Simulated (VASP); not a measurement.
# Ti (Im-3m) in VASP: settings compared, part 2 of 2

VASP 6.6.1. Earlier steps stand in the parts before.

### Step 6. Relaxation of cell and atoms, PBEsol+D4

This run uses another cell than the first one, of 17.68 Å³/atom, 1.423 times its volume.

File INCAR:

```
ALGO = Normal
EDIFF = 1E-6
EDIFFG = -0.01
ENCUT = 600
GGA = PS
IBRION = 2
ISIF = 3
ISMEAR = -1
IVDW = 13
LASPH = True
LCHARG = False
LREAL = False
LWAVE = False
NELM = 80
NSW = 60
PREC = Accurate
SIGMA = 0.05
```

File KPOINTS:

```
k-points
0
Gamma
  11 11 11
```

File POSCAR:

```
Ti
1.0
   -1.6410000000      1.6410000000      1.6410000000
    1.6410000000     -1.6410000000      1.6410000000
    1.6410000000      1.6410000000     -1.6410000000
Ti
1
Direct
    0.0000000000      0.0000000000      0.0000000000
```

Potentials or basis: VASP PAW PBE potentials, release 64 (Ti_sv).

Launch:

```sh
> cat potpaw_PBE.64/Ti_sv/POTCAR > POTCAR
> mpirun -np 1 vasp_std > vasp.out
```

OUTCAR:

```text
EDIFF = 1E-6
   EDIFFG = -0.01
   ENCUT = 600
   GGA = PS
   IBRION = 2
   ISIF = 3
   ISMEAR = -1
   IVDW = 13
   LASPH = True
   LREAL = False
   NELM = 80
   NSW = 60
   PREC = Accurate

 ion  position               nearest neighbor table
   1  0.000  0.000  0.000-

  LATTYP: Found a body centered cubic cell.
 ALAT       =     3.2820000000

  Lattice vectors:

 A1 = (  -1.6410000000,   1.6410000000,   1.6410000000)
 A2 = (   1.6410000000,  -1.6410000000,   1.6410000000)
 A3 = (   1.6410000000,   1.6410000000,  -1.6410000000)

Analysis of symmetry for initial positions (statically):
=====================================================================
 Subroutine PRICEL returns:
 Original cell was already a primitive cell.

 Routine SETGRP: Setting up the symmetry group for a
 body centered cubic supercell.

 Subroutine GETGRP returns: Found 48 space group operations
[... 9 lines left out ...]

 Routine SETGRP: Setting up the symmetry group for a
 body centered cubic supercell.

 Subroutine GETGRP returns: Found 48 space group operations
[... 11 lines left out ...]
                                     Primitive cell

  volume of cell :      17.6761

  direct lattice vectors                    reciprocal lattice vectors
    -1.641000000  1.641000000  1.641000000     0.000000000  0.304692261  0.304692261
     1.641000000 -1.641000000  1.641000000     0.304692261  0.000000000  0.304692261
[... 126 lines left out ...]
  ---------------------------------------------------
  ext. energy  EPLUGINS =         0.00000000
  ---------------------------------------------------
  free energy    TOTEN  =        -8.21747642 eV

  energy without entropy =       -8.19496695  energy(sigma->0) =       -8.20622169

------------------------ aborting loop because EDIFF is reached ----------------------------------------

  DFT-D4 for vdW energy calculation

  Edisp (eV):   -0.11553
[... 69 lines left out ...]
--------------------------------------- Ionic step        3  -------------------------------------------

 number of electron      12.0000003 magnetization

 Free energy of the ion-electron system (eV)
  ---------------------------------------------------
  ext. energy  EPLUGINS =         0.00000000
  ---------------------------------------------------
  free energy    TOTEN  =        -8.24430287 eV

  energy without entropy =       -8.22575426  energy(sigma->0) =       -8.23502857

 E-fermi :   8.6077     XC(G=0): -11.9330

 val. band max:        8.5974073195   @ k =   0.2727   0.0909   0.0909
 cond. band min:       8.6202048544   @ k =  -0.3636   0.3636   0.0909
 fundamental gap:      0.0227975349
 Fermi energy:         8.6076791716

 k-point     1 :       0.0000    0.0000    0.0000
  band No.  band energies     occupation
      1     -47.5471      2.00000
      2     -23.4163      2.00000
      3     -23.4163      2.00000
      4     -23.4163      2.00000
      5       2.5386      2.00000
      6       9.6649      0.00000
      7       9.6649      0.00000
      8       9.6649      0.00000
      9      11.5797      0.00000
     10      11.5797      0.00000
[... 287 lines left out ...]
 k-point    24 :       0.3636    0.1818    0.0909
  band No.  band energies     occupation
      1     -47.3652      2.00000
      2     -24.1001      2.00000
      3     -23.7870      2.00000
      4     -23.5501      2.00000
      5       7.0726      2.00000
      6       7.9583      2.00000
      7       8.7446      0.12139
      8      11.7911      0.00000
      9      12.0049      0.00000
     10      15.4649      0.00000

 [... further k-points ...]

------------------------ aborting loop because EDIFF is reached ----------------------------------------

  DFT-D4 for vdW energy calculation

  Edisp (eV):   -0.12480
[... 24 lines left out ...]
  FREE ENERGIE OF THE ION-ELECTRON SYSTEM (eV)
  ---------------------------------------------------
  free  energy   TOTEN  =        -8.3691006203 eV

  energy  without entropy=       -8.3505520119  energy(sigma->0) =       -8.35982632

 reached required accuracy - stopping structural energy minimisation
```

Wall time 18 s (1 thread of Intel Xeon Platinum 8488C (Sapphire Rapids), shared host); peak memory 0.15 GiB.

Results:

- Free energy: -8.3691 eV
- Relaxed volume: 16.31 Å³/atom
- Relaxed cell: a = 2.767 Å, b = 2.767 Å, c = 2.767 Å, α = 109.47°, β = 109.47°, γ = 109.47°
- Space group after relaxing (to 0.05 Å): Im-3m (No. 229)
- Energy gained by relaxing: 36.1 meV/atom
- Ionic steps: 3
- Pressure after relaxing: 0.0 GPa
- Band gap on the k mesh: zero (band 6 reaches 9.68 eV, above the bottom of band 7 at 7.97 eV)
- Dispersion energy per atom: -0.125 eV

Step by step:
| step | energy change (eV) | largest force (eV/Å) | pressure (GPa) | volume (Å³) |
| --- | --- | --- | --- | --- |
| 1 | 0.0000 | 0.0000 | -7.92 | 17.68 |
| 2 | -0.0218 | 0.0000 | 6.08 | 15.53 |
| 3 | -0.0361 | 0.0000 | 0.04 | 16.31 |

Final structure:
```
CELL_PARAMETERS angstrom
-1.59767 1.59767 1.59767
1.59767 -1.59767 1.59767
1.59767 1.59767 -1.59767
ATOMIC_POSITIONS crystal
Ti 0.00000 0.00000 0.00000
```

Caveat: the PAW data sets were made with another functional, which shifts forces and pressure a little; pairwise dispersion overbinds metals, which lowers pressure and volume.

### Step 7. Overview

| task | level | cell | cutoff (eV) | gap on the mesh (eV) | pressure (GPa) | relaxed volume (Å³/atom) |
| --- | --- | --- | --- | --- | --- | --- |
| single point | RPBE+D3(BJ) | a = 2.527 Å, angles 109.5°, 1 atom | 520 | none | -0.9 | - |
| single point | PBEsol+D3(BJ) | a = 2.728 Å, angles 109.5°, 1 atom | 520 | none | -0.3 | - |
| single point | PBEsol+D4 | a = 2.770 Å, angles 109.5°, 1 atom | 520 | none | -0.3 | - |
| relaxation of cell and atoms | PBEsol+D3(BJ) | relaxed from a = 2.842 Å, angles 109.5°, 1 atom | 600 | none | 0.0 | 15.59 |
| relaxation of cell and atoms | PBEsol+D4 | relaxed from a = 2.842 Å, angles 109.5°, 1 atom | 600 | none | 0.0 | 16.31 |

Alike in all rows: potentials or basis VASP PAW PBE potentials, release 64 (Ti_sv); no spin polarisation; k mesh 11 × 11 × 11; smearing fermi-dirac 0.05 eV.

Caveats: the PAW data sets were made with another functional, which shifts forces and pressure a little; pairwise dispersion overbinds metals, which lowers pressure and volume; the volume moved by -12 % from the deposited cell, more than functionals usually miss (some runs).

Total energies depend on the potentials used, so only differences within one code and one set of settings carry meaning.
